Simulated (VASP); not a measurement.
Here is a VASP 6.6.1 calculation.

The input POSCAR:

```
LiCl
1.0
    0.0000000000      2.4537955149      2.4537955149
    2.4537955149      0.0000000000      2.4537955149
    2.4537955149      2.4537955149      0.0000000000
Li Cl
1 1
Direct
    0.0000000000      0.0000000000      0.0000000000
    0.5000000000      0.5000000000      0.5000000000
```

File INCAR.step1:

```
SYSTEM = LiCl
ALGO = Normal ; EDIFF = 1E-4
ENCUT = 520 ; GGA = PE
ISMEAR = 0 ; LASPH = .TRUE.
LCHARG = .FALSE. ; LREAL = .FALSE.
LWAVE = .TRUE. ; NBANDS = 12
NELM = 80 ; PREC = Accurate
SIGMA = 0.01
```

INCAR.step2

```
SYSTEM = LiCl
ALGO = Normal ; EDIFF = 1E-6
ENCUT = 520 ; ISIF = 2
ISMEAR = 0 ; ISTART = 1
LASPH = .TRUE. ; LCHARG = .FALSE.
LMIXTAU = .TRUE. ; LREAL = .FALSE.
LWAVE = .FALSE. ; METAGGA = R2SCAN
NBANDS = 12 ; NELM = 80
PREC = Accurate ; SIGMA = 0.01
```

The input KPOINTS:

```
k-points
0
G
  8 8 8
  0 0 0
```

Potentials or basis: VASP PAW PBE potentials, release 64 (Li_sv, Cl).

The run is started by

```sh
$ cat potpaw_PBE.64/Li_sv/POTCAR potpaw_PBE.64/Cl/POTCAR > POTCAR
$ cp INCAR.step1 INCAR
$ mpirun -np 1 vasp_std > vasp.out
$ cp INCAR.step2 INCAR
$ mpirun -np 1 vasp_std > vasp.out
```

Question: What does it give for the band gap on the k mesh?

Answer: 7.69 eV, indirect (least direct gap 8.03 eV).

Caveat: the cell differs from its parent crystal (strain -4.0%). A k mesh can miss the band edges.
